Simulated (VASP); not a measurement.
# ZrSi2 (Pmm2) in VASP: single point with PBE

Aim: the single point of ZrSi2 with PBE.

Program: VASP 6.6.1. These are calculated values, not measurements. Logs are shortened: lines on timing, memory, paths and dates and some standing lists are left out, and cuts for length are marked.

### 1 The cell of the first run

It takes space group Pmm2 (No. 25, orthorhombic). Conventional cell: a = 3.679 Å, b = 3.705 Å, c = 15.288 Å, α = 90.00°, β = 90.00°, γ = 90.00°. Zr (site symmetry mm2) has 10 Si at 2.72 to 2.99 Å and 6 Zr at 3.62 to 3.71 Å within 3.8 Å. Within 3.8 Å of Zr (site symmetry mm2) lie 10 Si at 2.72 to 2.99 Å and 6 Zr at 3.62 to 3.71 Å. Zr (site symmetry mm2) has 10 Si at 2.72 to 3.22 Å and 6 Zr at 3.62 to 3.71 Å within 3.8 Å. Zr (site symmetry mm2) has 10 Si at 2.72 to 2.99 Å and 6 Zr at 3.62 to 3.71 Å within 3.8 Å. Within 3.2 Å of Si (site symmetry mm2) lie 2 Si at 2.42 Å and 6 Zr at 2.72 to 2.99 Å. Si (site symmetry mm2) has 2 Si at 2.42 Å and 6 Zr at 2.72 to 2.99 Å within 3.2 Å. Si (site symmetry mm2) has 2 Si at 2.42 Å and 6 Zr at 2.72 to 2.99 Å within 3.2 Å. Si (site symmetry mm2) has 2 Si at 2.42 Å and 6 Zr at 2.72 to 2.99 Å within 3.2 Å.

### 2 Single point, PBE (the distance across one plane changed)

File INCAR:

```
SYSTEM = ZrSi2
PREC     = Accurate       ! precision mode
ENCUT    = 500            ! plane-wave cutoff, eV
EDIFF    = 1E-6           ! SCF threshold, eV
ISMEAR   = 0              ! smearing method
SIGMA    = 0.15           ! smearing width, eV
LREAL    = .False.        ! projectors in reciprocal space
LASPH    = .True.         ! aspherical terms in the spheres
NELM     = 120            ! most SCF steps
ALGO     = Normal         ! electronic algorithm
ISIF     = 2              ! what is computed and relaxed
LWAVE    = .False.        ! write WAVECAR
LCHARG   = .False.        ! write CHGCAR
GGA      = PE             ! functional
NBANDS   = 52             ! bands
GGA_COMPAT= .False.
```

File KPOINTS:

```
regular mesh
0
Gamma
  13 13 4
  0 0 0
```

File POSCAR:

```
ZrSi2
1.0
   -3.7051806570      0.0000000000      0.0000000000
    0.0000000000      0.0000000000     -3.6790719899
    0.0000000000    -15.2880263475      0.0000000000
Zr Si
4 8
Direct
    0.0000000000      0.2500000000      0.6937113661
    0.5000000000      0.2500000000      0.2100640329
    0.0000000000      0.7500000000      0.8974883603
    0.5000000000      0.7500000000      0.4138410270
    0.0000000000      0.2500000000      0.3633158229
    0.5000000000      0.2500000000      0.8469631561
    0.0000000000      0.7500000000      0.2605892370
    0.5000000000      0.7500000000      0.7442365703
    0.0000000000      0.2500000000      0.0704309547
    0.5000000000      0.2500000000      0.5540782879
    0.0000000000      0.7500000000      0.5534741052
    0.5000000000      0.7500000000      0.0698267720
```

Potentials or basis: VASP PAW PBE potentials, release 64 (Zr_sv, Si).

The run is started by

```sh
cat potpaw_PBE.64/Zr_sv/POTCAR potpaw_PBE.64/Si/POTCAR > POTCAR
mpirun -np 1 vasp_std > vasp.out
```

OUTCAR:

```text
SYSTEM = ZrSi2
   PREC = Accurate
   ENCUT = 500
   EDIFF = 1E-6
   ISMEAR = 0
   LREAL = .False.
   LASPH = .True.
   NELM = 120
   ISIF = 2
   GGA = PE

 ion  position               nearest neighbor table
   1  0.000  0.250  0.694-   8 2.72   8 2.72   8 2.72   8 2.72  11 2.82  11 2.82  10 2.83  10 2.83
                             6 2.99   6 2.99   3 3.62   3 3.62
   2  0.500  0.250  0.210-   7 2.72   7 2.72   7 2.72   7 2.72  12 2.82  12 2.82   9 2.83   9 2.83
                             5 2.99   5 2.99   4 3.62   4 3.62
   3  0.000  0.750  0.897-   6 2.72   6 2.72   6 2.72   6 2.72   8 2.99   8 2.99  12 3.22  12 3.22
                             9 3.22   9 3.22   1 3.62   1 3.62
   4  0.500  0.750  0.414-   5 2.72   5 2.72   5 2.72   5 2.72  10 2.82  10 2.82  11 2.83  11 2.83
                             7 2.99   7 2.99   2 3.62   2 3.62
   5  0.000  0.250  0.363-   7 2.42   7 2.42   4 2.72   4 2.72   4 2.72   4 2.72   2 2.99   2 2.99

   6  0.500  0.250  0.847-   8 2.42   8 2.42   3 2.72   3 2.72   3 2.72   3 2.72   1 2.99   1 2.99

   7  0.000  0.750  0.261-   5 2.42   5 2.42   2 2.72   2 2.72   2 2.72   2 2.72   4 2.99   4 2.99

   8  0.500  0.750  0.744-   6 2.42   6 2.42   1 2.72   1 2.72   1 2.72   1 2.72   3 2.99   3 2.99

   9  0.000  0.250  0.070-  12 2.61  12 2.61  12 2.61  12 2.61   2 2.83   2 2.83   3 3.22   3 3.22

  10  0.500  0.250  0.554-  11 2.61  11 2.61  11 2.61  11 2.61   4 2.82   4 2.82   1 2.83   1 2.83

  11  0.000  0.750  0.553-  10 2.61  10 2.61  10 2.61  10 2.61   1 2.82   1 2.82   4 2.83   4 2.83

  12  0.500  0.750  0.070-   9 2.61   9 2.61   9 2.61   9 2.61   2 2.82   2 2.82   3 3.22   3 3.22

  LATTYP: Found a simple orthorhombic cell.
 ALAT       =     3.6790719899
 B/A-ratio  =     1.0070965361
 C/A-ratio  =     4.1554028813

  Lattice vectors:

 A1 = (   0.0000000000,   0.0000000000,   3.6790719899)
 A2 = (  -3.7051806570,   0.0000000000,   0.0000000000)
 A3 = (   0.0000000000, -15.2880263475,   0.0000000000)

Analysis of symmetry for initial positions (statically):
=====================================================================
 Subroutine PRICEL returns:
 Original cell was already a primitive cell.

 Routine SETGRP: Setting up the symmetry group for a
 simple orthorhombic supercell.

 Subroutine GETGRP returns: Found  4 space group operations
 (whereof  2 operations were pure point group operations)
 out of a pool of  8 trial point group operations.

The static configuration has the point symmetry C_1h.
 The point group associated with its full space group is C_2v.

Analysis of symmetry for dynamics (positions and initial velocities):
=====================================================================
 Subroutine PRICEL returns:
 Original cell was already a primitive cell.

 Routine SETGRP: Setting up the symmetry group for a
 simple orthorhombic supercell.

 Subroutine GETGRP returns: Found  4 space group operations
 (whereof  2 operations were pure point group operations)
 out of a pool of  8 trial point group operations.

The dynamic configuration has the point symmetry C_1h.
 The point group associated with its full space group is C_2v.

 Subroutine INISYM returns: Found  4 space group operations
 (whereof  2 operations are pure point group operations),
 and found     1 'primitive' translations

----------------------------------------------------------------------------------------

                                     Primitive cell

  volume of cell :     208.4007

  direct lattice vectors                    reciprocal lattice vectors
    -3.705180657  0.000000000  0.000000000    -0.269892373  0.000000000  0.000000000
     0.000000000  0.000000000 -3.679071990     0.000000000  0.000000000 -0.271807674
     0.000000000-15.288026348  0.000000000     0.000000000 -0.065410667  0.000000000

  length of vectors
     3.705180657  3.679071990 15.288026348     0.269892373  0.271807674  0.065410667

  position of ions in fractional coordinates (direct lattice)
     0.000000000  0.250000000  0.693711366
     0.500000000  0.250000000  0.210064033
     0.000000000  0.750000000  0.897488360
     0.500000000  0.750000000  0.413841027
     0.000000000  0.250000000  0.363315823
     0.500000000  0.250000000  0.846963156
     0.000000000  0.750000000  0.260589237
     0.500000000  0.750000000  0.744236570
     0.000000000  0.250000000  0.070430955
     0.500000000  0.250000000  0.554078288
     0.000000000  0.750000000  0.553474105
     0.500000000  0.750000000  0.069826772

  ion indices of the primitive-cell ions
   primitive index   ion index
                 1           1
                 2           2
                 3           3
                 4           4
                 5           5
                 6           6
                 7           7
                 8           8
                 9           9
                10          10
                11          11
                12          12

----------------------------------------------------------------------------------------

 KPOINTS: regular mesh

Automatic generation of k-mesh.
 Grid dimensions read from file:
 generate k-points for:   13   13    4

 Generating k-lattice:

  Cartesian coordinates                     Fractional coordinates (reciprocal lattice)
    -0.020760952  0.000000000  0.000000000     0.076923077  0.000000000  0.000000000
     0.000000000  0.000000000 -0.020908283     0.000000000  0.076923077  0.000000000
     0.000000000 -0.016352667  0.000000000     0.000000000  0.000000000  0.250000000

  Length of vectors
     0.020760952  0.020908283  0.016352667

  Shift w.r.t. Gamma in fractional coordinates (k-lattice)
     0.000000000  0.000000000  0.000000000

 Subroutine IBZKPT returns following result:
 ===========================================

 Found    147 irreducible k-points:

 Following reciprocal coordinates:
            Coordinates               Weight
  0.000000  0.000000  0.000000      1.000000
  0.076923  0.000000  0.000000      2.000000
  0.153846  0.000000  0.000000      2.000000
  0.230769  0.000000  0.000000      2.000000
  0.307692  0.000000  0.000000      2.000000
  0.384615  0.000000  0.000000      2.000000
[... 16 lines left out ...]
  0.076923  0.230769  0.000000      4.000000
  0.153846  0.230769  0.000000      4.000000
 [... further k-points ...]
   k-points           NKPTS =    147   k-points in BZ     NKDIM =    147   number of bands    NBANDS=     52
   number of dos      NEDOS =    301   number of ions     NIONS =     12
   total plane-waves  NPLWV =  87808
   dimension x,y,z NGX =    28 NGY =   28 NGZ =  112
   dimension x,y,z NGXF=    56 NGYF=   56 NGZF=  224
   ions per type =               4   8
   NGX,Y,Z   is equivalent  to a cutoff of  12.56, 12.65, 12.18 a.u.
   NGXF,Y,Z  is equivalent  to a cutoff of  25.13, 25.30, 24.36 a.u.
 SYSTEM =  ZrSi2
   PREC   = accura    normal or accurate (medium, high low for compatibility)
   ISTART =      0    job   : 0-new  1-cont  2-samecut
   ICHARG =      2    charge: 1-file 2-atom 10-const
   ISPIN  =      1    spin polarized calculation?
   LNONCOLLINEAR =      F non collinear calculations
   LSORBIT =      F    spin-orbit coupling
   LASPH  =      T    aspherical Exc in radial PAW
   ENCUT  =  500.0 eV  36.75 Ry    6.06 a.u.   6.76  6.71 27.87*2*pi/ulx,y,z
   NELM   =    120;   NELMIN=  2; NELMDL= -5     # of ELM steps
   EDIFF  = 0.1E-05   stopping-criterion for ELM
   LREAL  =      F    real-space projection
   EDIFFG = 0.1E-04   stopping-criterion for IOM
   NSW    =      0    number of steps for IOM
   IBRION =     -1    ionic relax: 0-MD 1-quasi-New 2-CG
   NFREE  =      0    steps in history (QN), initial steepest desc. (CG)
   ISIF   =      2    stress and relaxation
   ISYM   =      2    0-nonsym 1-usesym 2-fastsym
   POTIM  = 0.5000    time-step for ionic-motion
   TEBEG  =    0.0;   TEEND  =   0.0 temperature during run
   PSTRESS=    0.0 pullay stress
   NELECT =      80.0000    total number of electrons
   NUPDOWN=      -1.0000    fix difference up-down
   EMIN   =  10.00;   EMAX   =-10.00  energy-range for DOS
   EFERMI =   0.00;   METHOD = LEGACY
   ISMEAR =     0;   SIGMA  =   0.15  broadening in eV -4-tet -1-fermi 0-gaus
   EFERMI_NEDOS =   21; number of points for ismear=-14 and -15
   IALGO  =     38    algorithm
   IMIX   =      4    mixing-type and parameters
     AMIX     =   0.40;   BMIX     =  1.00
     AMIX_MAG =   1.60;   BMIX_MAG =  1.00
  volume/ion in A,a.u.               =      17.37       117.20
  Fermi-wavevector in a.u.,A,eV,Ry     =   1.189794  2.248385 19.260542  1.415610
  Thomas-Fermi vector in A             =   2.325893
   LORBIT       =      0    0 simple, 1 ext, 2 COOP (PROOUT), +10 PAW based schemes
   GGA     = PE    functional components
   LHFCALC =     F    Hartree Fock is set to
   AEXX    =    0.0000 exact exchange contribution
   IVDW    =     0    specifies the selected vdW correction
   LEPSILON=     F    determine dielectric tensor
   LRPA    =     F    only Hartree local field effects (RPA)
 non-spin polarized calculation
 Gauss-broadening in eV      SIGMA  =   0.15
  energy-cutoff  :      500.00
  volume of cell :      208.40
 maximum number of plane-waves:      5334
 NGX is ok and might be reduce to    28
   NGX = 13   NGY = 13   NGZ = 55

 number of electron      79.9999999 magnetization

 Free energy of the ion-electron system (eV)
  ---------------------------------------------------
  ext. energy  EPLUGINS =         0.00000000
  ---------------------------------------------------
  free energy    TOTEN  =       -84.76539551 eV

  energy without entropy =      -84.73117198  energy(sigma->0) =      -84.74828374

 E-fermi :   9.5806     XC(G=0): -11.0895

 val. band max:        9.5771116306   @ k =   0.2308   0.1538   0.2500
 cond. band min:       9.5843451322   @ k =   0.0769   0.3846   0.2500
 fundamental gap:      0.0072335015
 Fermi energy:         9.5806100324

 k-point     1 :       0.0000    0.0000    0.0000
  band No.  band energies     occupation
      1     -39.6658      2.00000
      2     -39.2792      2.00000
      3     -39.2031      2.00000
      4     -39.2017      2.00000
      5     -17.7916      2.00000
      6     -17.6620      2.00000
[... 44 lines left out ...]
     51      11.8839      0.00000
     52      11.8889      0.00000

 k-point     2 :       0.0769    0.0000    0.0000
  band No.  band energies     occupation
      1     -39.6654      2.00000
      2     -39.2787      2.00000
      3     -39.2026      2.00000
      4     -39.2011      2.00000
      5     -17.7905      2.00000
      6     -17.6712      2.00000
[... 44 lines left out ...]
     51      11.7144      0.00000
     52      11.9810      0.00000
[... 1153 lines left out ...]
     51      12.1775      0.00000
     52      12.2673      0.00000

 k-point    24 :       0.1538    0.2308    0.0000
  band No.  band energies     occupation
      1     -39.6602      2.00000
      2     -39.2730      2.00000
      3     -39.1970      2.00000
      4     -39.1958      2.00000
      5     -17.7776      2.00000
      6     -17.6888      2.00000
[... 44 lines left out ...]
     51      12.6819      0.00000
     52      12.7093      0.00000

 [... further k-points ...]

------------------------ aborting loop because EDIFF is reached ----------------------------------------

  FORCE on cell =-STRESS in cart. coord.  units (eV):
  Direction    XX          YY          ZZ          XY          YZ          ZX
  --------------------------------------------------------------------------------------
  -------------------------------------------------------------------------------------
  Total       -1.4057395     -5.9930783     -1.4854161      0.0000000      0.0000000      0.0000000
  in kB      -10.8072781    -46.0745854    -11.4198292      0.0000000      0.0000000      0.0000000
  external PRESSURE =     -22.7672309 kB  Pullay stress =       0.0000000 kB

 VOLUME and BASIS-vectors are now :
 -----------------------------------------------------------------------------
  energy-cutoff  :      500.00
  volume of cell :      208.40
      direct lattice vectors                 reciprocal lattice vectors
    -3.705180657  0.000000000  0.000000000    -0.269892373  0.000000000  0.000000000
     0.000000000  0.000000000 -3.679071990     0.000000000  0.000000000 -0.271807674
     0.000000000-15.288026348  0.000000000     0.000000000 -0.065410667  0.000000000

 POSITION                                       TOTAL-FORCE (eV/Angst)
 -----------------------------------------------------------------------------------
      0.00000    -10.60548     -0.91977         0.000000     -0.013559      0.000000
     -1.85259     -3.21146     -0.91977         0.000000      0.254460      0.000000
      0.00000    -13.72083     -2.75930         0.000000     -1.815602      0.000000
     -1.85259     -6.32681     -2.75930         0.000000     -0.012644      0.000000
      0.00000     -5.55438     -0.91977         0.000000     -0.046097      0.000000
     -1.85259    -12.94840     -0.91977         0.000000     -0.197478      0.000000
      0.00000     -3.98390     -2.75930         0.000000     -0.023559      0.000000
     -1.85259    -11.37791     -2.75930         0.000000     -0.108132      0.000000
      0.00000     -1.07675     -0.91977         0.000000      0.979872      0.000000
     -1.85259     -8.47076     -0.91977         0.000000      0.026788      0.000000
      0.00000     -8.46153     -2.75930         0.000000     -0.033782      0.000000
     -1.85259     -1.06751     -2.75930         0.000000      0.989732      0.000000
 -----------------------------------------------------------------------------------
    total drift:                               -0.000000     -0.000197     -0.000000

  FREE ENERGIE OF THE ION-ELECTRON SYSTEM (eV)
  ---------------------------------------------------
  free  energy   TOTEN  =       -84.7653955071 eV

  energy  without entropy=      -84.7311719793  energy(sigma->0) =      -84.74828374
```

It took 28 min on 1 thread of Oxide Virtual Turin-like, shared host; peak memory 1 GiB.

What came out:

- Free energy: -84.7654 eV
- Pressure: -2.3 GPa
- Largest force: 1.816 eV/Å
- Band gap on the k mesh: zero (bands 40 and 41 overlap by 0.65 eV)

Forces on the atoms (eV/Å):
```
Zr   0.000 -0.014  0.000
Zr   0.000  0.254  0.000
Zr   0.000 -1.816  0.000
Zr   0.000 -0.013  0.000
Si   0.000 -0.046  0.000
Si   0.000 -0.197  0.000
Si   0.000 -0.024  0.000
Si   0.000 -0.108  0.000
Si   0.000  0.980  0.000
Si   0.000  0.027  0.000
Si   0.000 -0.034  0.000
Si   0.000  0.990  0.000
```

Caveat: the cell differs from its parent crystal (the distance across one plane changed); forces of over 1 eV/Å act on the atoms, so gaps and moduli don't describe the material at rest.
